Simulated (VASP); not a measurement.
Here is a VASP 6.6.1 calculation.

File INCAR:

```
SYSTEM = NaCl
PREC     = Accurate       ! precision mode
ENCUT    = 520            ! plane-wave cutoff, eV
EDIFF    = 1E-6           ! SCF threshold, eV
ISMEAR   = 0              ! smearing method
SIGMA    = 0.02           ! smearing width, eV
LREAL    = .False.        ! projectors in reciprocal space
LASPH    = .True.         ! aspherical terms in the spheres
NELM     = 60             ! most SCF steps
ALGO     = Normal         ! electronic algorithm
ISIF     = 2              ! what is computed and relaxed
LWAVE    = .False.        ! write WAVECAR
LCHARG   = .False.        ! write CHGCAR
GGA      = PS             ! functional
NBANDS   = 14             ! bands
```

KPOINTS

```
regular mesh
0
Gamma
  6 6 6
  0 0 0
```

POSCAR

```
NaCl
1.0
    3.3855320511      0.0000000000      0.0000000000
    0.0000000000      3.3855320511      0.0000000000
    0.0000000000      0.0000000000      3.3855320511
Na Cl
1 1
Direct
    0.0000000000      0.0000000000      0.0000000000
    0.5000000000      0.5000000000      0.5000000000
```

Potentials or basis: VASP PAW PBE potentials, release 64 (Na_pv, Cl).

Run with:

```sh
$ cat potpaw_PBE.64/Na_pv/POTCAR potpaw_PBE.64/Cl/POTCAR > POTCAR
$ mpirun -np 1 vasp_std > vasp.out
```

Question: What does it give for the pressure?

Answer: 1.8 GPa.

Question: What does it give for the band gap on the k mesh?

Answer: 4.18 eV, indirect (least direct gap 4.77 eV).

Caveat: the cell differs from its parent crystal (strained); the PAW data sets were made with another functional, which shifts forces and pressure a little. A k mesh can miss the band edges.
